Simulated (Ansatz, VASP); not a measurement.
# BN in VASP and in Ansatz

INCAR

```
SYSTEM = BN
PREC = Accurate ; ENCUT = 520
EDIFF = 1E-6 ; ISMEAR = 0
SIGMA = 0.01 ; LREAL = .False.
LASPH = .True. ; NELM = 80
ALGO = Normal ; ISIF = 2
LWAVE = .False. ; LCHARG = .False.
GGA = PE ; NBANDS = 11
```

KPOINTS

```
regular mesh
0
Gamma
  10 10 10
  0 0 0
```

The input POSCAR:

```
BN
1.0
    0.0000000000      1.7752685769      1.7752685769
    1.7752685769      0.0000000000      1.7752685769
    1.7752685769      1.7752685769      0.0000000000
B N
1 1
Direct
    0.0000000000      0.0000000000      0.0000000000
    0.2500000000      0.2500000000      0.2500000000
```

Input for Ansatz:

```yaml
crystal:
  lattice:
    - [0.0, 1.7752685769, 1.7752685769]
    - [1.7752685769, 0.0, 1.7752685769]
    - [1.7752685769, 1.7752685769, 0.0]
  atoms:
    - { symbol: B, position: [0.0, 0.0, 0.0] }
    - { symbol: "N", position: [0.25, 0.25, 0.25] }
kpoints:
  mp_grid: { grid: [10, 10, 10] }
hamiltonian:
  xc: pbe
scf:
  occupations: { method: fixed }
  n_extra_bands: 4
output:
  forces: true
  stress: true
  eigenvalues: true
```

Alike in both runs: task single point; functional PBE; k mesh 10 × 10 × 10; no spin polarisation.

|  | VASP | Ansatz |
| --- | --- | --- |
| version | VASP 6.6.1 | Ansatz 0.2.0 |
| potentials or method | VASP PAW PBE potentials, release 64 (B, N) | plane waves, PAW |
| plane-wave cutoff (eV) | 520 | 420 |
| occupations | gaussian, width 0.01 eV | fixed |
| valence electrons in the cell | 8 | 8 |

|  | VASP | Ansatz | Ansatz less VASP |
| --- | --- | --- | --- |
| gap on the k mesh at the Fermi level (eV) | 4.51 | 4.53 | +0.012 |
| pressure (GPa) | 26.3 | 25.8 | -0.45 |
